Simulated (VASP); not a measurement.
# La in VASP: single point with PBE

Aim: the single point of La with PBE.

All numbers are computed with VASP 6.6.1; they aren't measurements. Logs are shortened: lines on timing, memory, paths and dates and some standing lists are left out, and cuts for length are marked.

## (1) The cell of the first run

The cell holds a cluster in a box, 1 atom: a = 11.500 Å, b = 11.500 Å, c = 11.500 Å, α = 90.00°, β = 90.00°, γ = 90.00°.

## (2) Single point, PBE

File INCAR:

```
ALGO = Normal ; EDIFF = 1E-6
ENCUT = 400 ; GGA = PE
GGA_COMPAT = F ; ISIF = 2
ISMEAR = -1 ; LASPH = T
LCHARG = T ; LELF = T
LMAXMIX = 6 ; LREAL = F
LVHAR = T ; LWAVE = F
NBANDS = 12 ; NELM = 200
PREC = Accurate ; SIGMA = 0.1
```

File KPOINTS:

```
k-points
0
Gamma
  1 1 1
```

File POSCAR:

```
La
1.0
   11.5000000000      0.0000000000      0.0000000000
    0.0000000000     11.5000000000      0.0000000000
    0.0000000000      0.0000000000     11.5000000000
La
1
Direct
    0.5100000000      0.5200000000      0.4900000000
```

Potentials or basis: VASP PAW PBE potentials, release 64 (La).

On the command line:

```console
> cat potpaw_PBE.64/La/POTCAR > POTCAR
> mpirun -np 1 vasp_gam > vasp.out
```

OUTCAR:

```text
EDIFF = 1E-6
   ENCUT = 400
   GGA = PE
   ISIF = 2
   ISMEAR = -1
   LASPH = T
   LREAL = F
   NELM = 200
   PREC = Accurate

 ion  position               nearest neighbor table
   1  0.510  0.520  0.490-

  LATTYP: Found a simple cubic cell.
 ALAT       =    11.5000000000

  Lattice vectors:

 A1 = (  11.5000000000,   0.0000000000,   0.0000000000)
 A2 = (   0.0000000000,  11.5000000000,   0.0000000000)
 A3 = (   0.0000000000,   0.0000000000,  11.5000000000)

Analysis of symmetry for initial positions (statically):
=====================================================================
 Subroutine PRICEL returns:
 Original cell was already a primitive cell.

 Routine SETGRP: Setting up the symmetry group for a
 simple cubic supercell.

 Subroutine GETGRP returns: Found 48 space group operations
 (whereof  2 operations were pure point group operations)
 out of a pool of 48 trial point group operations.

The static configuration has the point symmetry C_1h.
 The point group associated with its full space group is O_h .

Analysis of symmetry for dynamics (positions and initial velocities):
=====================================================================
 Subroutine PRICEL returns:
 Original cell was already a primitive cell.

 Routine SETGRP: Setting up the symmetry group for a
 simple cubic supercell.

 Subroutine GETGRP returns: Found 48 space group operations
 (whereof  2 operations were pure point group operations)
 out of a pool of 48 trial point group operations.

The dynamic configuration has the point symmetry C_1h.
 The point group associated with its full space group is O_h .

 Subroutine INISYM returns: Found 48 space group operations
 (whereof  2 operations are pure point group operations),
 and found     1 'primitive' translations

----------------------------------------------------------------------------------------

                                     Primitive cell

  volume of cell :    1520.8750

  direct lattice vectors                    reciprocal lattice vectors
    11.500000000  0.000000000  0.000000000     0.086956522  0.000000000  0.000000000
     0.000000000 11.500000000  0.000000000     0.000000000  0.086956522  0.000000000
     0.000000000  0.000000000 11.500000000     0.000000000  0.000000000  0.086956522

  length of vectors
    11.500000000 11.500000000 11.500000000     0.086956522  0.086956522  0.086956522

  position of ions in fractional coordinates (direct lattice)
     0.510000000  0.520000000  0.490000000

  ion indices of the primitive-cell ions
   primitive index   ion index
                 1           1

----------------------------------------------------------------------------------------

 KPOINTS: k-points

Automatic generation of k-mesh.
 Grid dimensions read from file:
 generate k-points for:    1    1    1

 Generating k-lattice:

  Cartesian coordinates                     Fractional coordinates (reciprocal lattice)
     0.086956522  0.000000000  0.000000000     1.000000000  0.000000000  0.000000000
     0.000000000  0.086956522  0.000000000     0.000000000  1.000000000  0.000000000
     0.000000000  0.000000000  0.086956522     0.000000000  0.000000000  1.000000000

  Length of vectors
     0.086956522  0.086956522  0.086956522

  Shift w.r.t. Gamma in fractional coordinates (k-lattice)
     0.000000000  0.000000000  0.000000000

 Subroutine IBZKPT returns following result:
 ===========================================

 Found      1 irreducible k-points:

 Following reciprocal coordinates:
            Coordinates               Weight
  0.000000  0.000000  0.000000      1.000000
   k-points           NKPTS =      1   k-points in BZ     NKDIM =      1   number of bands    NBANDS=     12
   number of dos      NEDOS =    301   number of ions     NIONS =      1
   total plane-waves  NPLWV = 512000
   dimension x,y,z NGX =    80 NGY =   80 NGZ =   80
   dimension x,y,z NGXF=   160 NGYF=  160 NGZF=  160
   ions per type =               1
   NGX,Y,Z   is equivalent  to a cutoff of  11.56, 11.56, 11.56 a.u.
   NGXF,Y,Z  is equivalent  to a cutoff of  23.13, 23.13, 23.13 a.u.
 SYSTEM =  unknown system
   PREC   = accura    normal or accurate (medium, high low for compatibility)
   ISTART =      0    job   : 0-new  1-cont  2-samecut
   ICHARG =      2    charge: 1-file 2-atom 10-const
   ISPIN  =      1    spin polarized calculation?
   LNONCOLLINEAR =      F non collinear calculations
   LSORBIT =      F    spin-orbit coupling
   LASPH  =      T    aspherical Exc in radial PAW
   ENCUT  =  400.0 eV  29.40 Ry    5.42 a.u.  18.75 18.75 18.75*2*pi/ulx,y,z
   NELM   =    200;   NELMIN=  2; NELMDL= -5     # of ELM steps
   EDIFF  = 0.1E-05   stopping-criterion for ELM
   LREAL  =      F    real-space projection
   EDIFFG = 0.1E-04   stopping-criterion for IOM
   NSW    =      0    number of steps for IOM
   IBRION =     -1    ionic relax: 0-MD 1-quasi-New 2-CG
   NFREE  =      0    steps in history (QN), initial steepest desc. (CG)
   ISIF   =      2    stress and relaxation
   ISYM   =      2    0-nonsym 1-usesym 2-fastsym
   POTIM  = 0.5000    time-step for ionic-motion
   TEBEG  =    0.0;   TEEND  =   0.0 temperature during run
   PSTRESS=    0.0 pullay stress
   NELECT =      11.0000    total number of electrons
   NUPDOWN=      -1.0000    fix difference up-down
   EMIN   =  10.00;   EMAX   =-10.00  energy-range for DOS
   EFERMI =   0.00;   METHOD = LEGACY
   ISMEAR =    -1;   SIGMA  =   0.10  broadening in eV -4-tet -1-fermi 0-gaus
   EFERMI_NEDOS =   21; number of points for ismear=-14 and -15
   IALGO  =     38    algorithm
   IMIX   =      4    mixing-type and parameters
     AMIX     =   0.40;   BMIX     =  1.00
     AMIX_MAG =   1.60;   BMIX_MAG =  1.00
  volume/ion in A,a.u.               =    1520.88     10263.37
  Fermi-wavevector in a.u.,A,eV,Ry     =   0.316598  0.598283  1.363769  0.100234
  Thomas-Fermi vector in A             =   1.199797
   LORBIT       =      0    0 simple, 1 ext, 2 COOP (PROOUT), +10 PAW based schemes
   GGA     = PE    functional components
   LHFCALC =     F    Hartree Fock is set to
   AEXX    =    0.0000 exact exchange contribution
   IVDW    =     0    specifies the selected vdW correction
   LEPSILON=     F    determine dielectric tensor
   LRPA    =     F    only Hartree local field effects (RPA)
 non-spin polarized calculation
  energy-cutoff  :      400.00
  volume of cell :     1520.88
 maximum number of plane-waves:     13805
 NGX is ok and might be reduce to    80
   NGX = 37   NGY = 37   NGZ = 37

 number of electron      11.0000000 magnetization

 Free energy of the ion-electron system (eV)
  ---------------------------------------------------
  ext. energy  EPLUGINS =         0.00000000
  ---------------------------------------------------
  free energy    TOTEN  =        -0.56361535 eV

  energy without entropy =       -0.19436491  energy(sigma->0) =       -0.37899013

 E-fermi :  -2.7166     XC(G=0):  -1.2291

 val. band max:       -3.2418243873   @ k =   0.0000   0.0000   0.0000
 cond. band min:      -2.4693529141   @ k =   0.0000   0.0000   0.0000
 fundamental gap:      0.7724714732
 Fermi energy:        -2.7165767411

 k-point     1 :       0.0000    0.0000    0.0000
  band No.  band energies     occupation
      1     -37.6563      2.00000
      2     -21.3389      2.00000
      3     -21.3389      2.00000
      4     -21.3389      2.00000
      5      -3.2418      1.98959
      6      -2.4694      0.15565
      7      -2.4694      0.15565
      8      -2.4607      0.14370
      9      -2.4607      0.14370
     10      -2.4607      0.14370
     11      -2.4534      0.13423
     12      -2.4530      0.13377

------------------------ aborting loop because EDIFF is reached ----------------------------------------

  FORCE on cell =-STRESS in cart. coord.  units (eV):
  Direction    XX          YY          ZZ          XY          YZ          ZX
  --------------------------------------------------------------------------------------
  -------------------------------------------------------------------------------------
  Total       -0.0686402     -0.0686402     -0.0686402     -0.0000000     -0.0000000     -0.0000000
  in kB       -0.0723095     -0.0723095     -0.0723095     -0.0000000     -0.0000000     -0.0000000
  external PRESSURE =      -0.0723095 kB  Pullay stress =       0.0000000 kB

 VOLUME and BASIS-vectors are now :
 -----------------------------------------------------------------------------
  energy-cutoff  :      400.00
  volume of cell :     1520.88
      direct lattice vectors                 reciprocal lattice vectors
    11.500000000  0.000000000  0.000000000     0.086956522  0.000000000  0.000000000
     0.000000000 11.500000000  0.000000000     0.000000000  0.086956522  0.000000000
     0.000000000  0.000000000 11.500000000     0.000000000  0.000000000  0.086956522

 POSITION                                       TOTAL-FORCE (eV/Angst)
 -----------------------------------------------------------------------------------
      5.86500      5.98000      5.63500        -0.000000      0.000000      0.000000
 -----------------------------------------------------------------------------------
    total drift:                                0.000010     -0.000022     -0.000010

  FREE ENERGIE OF THE ION-ELECTRON SYSTEM (eV)
  ---------------------------------------------------
  free  energy   TOTEN  =        -0.5636153523 eV

  energy  without entropy=       -0.1943649123  energy(sigma->0) =       -0.37899013
```

Wall time 5.8 min (1 thread of Intel Xeon Platinum 8259CL at 2.50GHz (Skylake/Cascade Lake), shared host); peak memory 0.93 GiB.

Results:

| Property | Result |
| --- | --- |
| Free energy | -0.5636 eV |
| Gap between the frontier levels | zero (an odd number of electrons rules out a gap without spin polarisation) |

Caveat: spin-orbit coupling is left out, which moves the levels of the heavy elements.
